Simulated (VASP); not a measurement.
Write the native input for VASP 6.6.1 that does the following.

* Task: single point
* Functional: PBE
* Potentials or basis: VASP PAW PBE potentials, release 64 (F, O, Na_pv)
* Cutoff: 520 eV
* k mesh: 6 × 6 × 6
* Occupations: gaussian, width 0.01 eV
* Spin: no spin polarisation
* Dipole correction: no
* Further INCAR settings: ALGO = Normal; EDIFF = 1e-06; NBANDS = 25

The structure of Na3OF lies in POSCAR:

```
Na3OF
1.0
    4.4509140585      0.0000000000      0.0000000000
    0.0000000000      4.4509140585      0.0000000000
    0.0000000000      0.0000000000      4.4509140585
F O Na
1 1 3
Direct
    0.0000000000      0.0000000000      0.0000000000
    0.5000000000      0.5000000000      0.5000000000
    0.5000000000      0.5000000000      0.0000000000
    0.5000000000      0.0000000000      0.5000000000
    0.0000000000      0.5000000000      0.5000000000
```

The input as run:

INCAR

```
  PREC = Accurate
  ENCUT = 520
  EDIFF = 1E-6
  ISMEAR = 0
  SIGMA = 0.01
  LREAL = F
  LASPH = T
  NELM = 100
  ALGO = Normal
  ISIF = 2
  LWAVE = F
  LCHARG = T
  GGA = PE
  LELF = T
  LVHAR = T
  NBANDS = 25
```

KPOINTS

```
Automatic mesh
0
Gamma
  6 6 6
```

Potentials or basis: VASP PAW PBE potentials, release 64 (F, O, Na_pv).

Run with:

```console
$ cat potpaw_PBE.64/F/POTCAR potpaw_PBE.64/O/POTCAR potpaw_PBE.64/Na_pv/POTCAR > POTCAR
$ mpirun -np 1 vasp_std > vasp.out
```

It gave:

```json
{
 "Pressure": "-0.9 GPa",
 "Band gap on the k mesh": "1.89 eV"
}
```

Wall time 15 s on 1 thread of Intel(R) Xeon(R) 6975P-C (Granite Rapids) (shared host), peak memory 0.21 GiB.
